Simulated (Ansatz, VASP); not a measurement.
Two plane-wave programs on Os

```
Os
1.0
     2.73938    0.00000    0.00000
    -1.36969    2.37237    0.00000
     0.00000    0.00000    4.31382
Os
2
Direct
  0.33333 0.66667 0.25000
  0.66667 0.33333 0.75000
```

Alike in both runs: task single point; functional r2SCAN; k mesh 13 × 13 × 7; occupations methfessel-paxton of order 1, width 0.1 eV; no spin polarisation.

```csv
,VASP,Ansatz
version,VASP 6.6.1,Ansatz 0.2.0
potentials or method,"VASP PAW PBE potentials, release 64 (Os_sv_GW), cutoff 620 eV","plane waves (500 eV) with PAW, scalar-relativistic"
valence electrons in the cell,32,32
```

|  | VASP | Ansatz | Ansatz less VASP |
| --- | --- | --- | --- |
| pressure (GPa) | -1.0 | -0.3 | +0.75 |
| traceless stress, the component that is largest in VASP (GPa) | -0.09 | -0.09 | +0.001 |

VASP's potentials were made for PBE, not for r2SCAN.

Neither program's run includes spin-orbit coupling.
